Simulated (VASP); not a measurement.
Here is a VASP 6.6.1 calculation.

File INCAR:

```
SYSTEM = MoS2
ALGO = Normal ; EDIFF = 1E-6
ENCUT = 500 ; GGA = PE
GGA_COMPAT = .False. ; ISIF = 2
ISMEAR = -1 ; ISPIN = 2
LASPH = .True. ; LCHARG = .True.
LELF = .True. ; LMAXMIX = 4
LORBIT = 11 ; LREAL = .False.
LVHAR = .True. ; LWAVE = .False.
MAGMOM = 2 2 0 0 0 0 ; NBANDS = 39
NELM = 200 ; PREC = Accurate
SIGMA = 0.02
```

Contents of KPOINTS:

```
k-points
0
Gamma
  16 16 4
  0 0 0
```

POSCAR

```
MoS2
1.0
    3.1400000000      0.0000000000      0.0000000000
   -1.5700000000      2.7193197679      0.0000000000
    0.0000000000      0.0000000000     12.9059000000
Mo S
2 4
Direct
    0.3333333333      0.6666666667      0.2500000000
    0.6666666667      0.3333333333      0.7500000000
    0.3333333333      0.6666666667      0.6279737704
    0.6666666667      0.3333333333      0.1279737704
    0.3333333333      0.6666666667      0.8720262296
    0.6666666667      0.3333333333      0.3720262296
```

Potentials or basis: VASP PAW PBE potentials, release 64 (Mo_sv, S).

Run with:

```bash
$ cat potpaw_PBE.64/Mo_sv/POTCAR potpaw_PBE.64/S/POTCAR > POTCAR
$ mpirun -np 1 vasp_std > vasp.out
```

What does it give for the band gap on the k mesh?

1.17 eV (least direct gap 1.87 eV).

What does it give for the net moment?

0.00 μB per cell.

Stress tensor (GPa, compression positive):
```
4.04 0.00 0.00
0.00 4.04 0.00
0.00 0.00 1.16
```

Caveat: the cell differs from its parent crystal (z stretched by +3 %, then relaxed in part); the cell stands under pressure; this functional lacks dispersion, which binds the layers, so the pressure and a relaxed spacing across them are unreliable. A k mesh can miss the band edges.
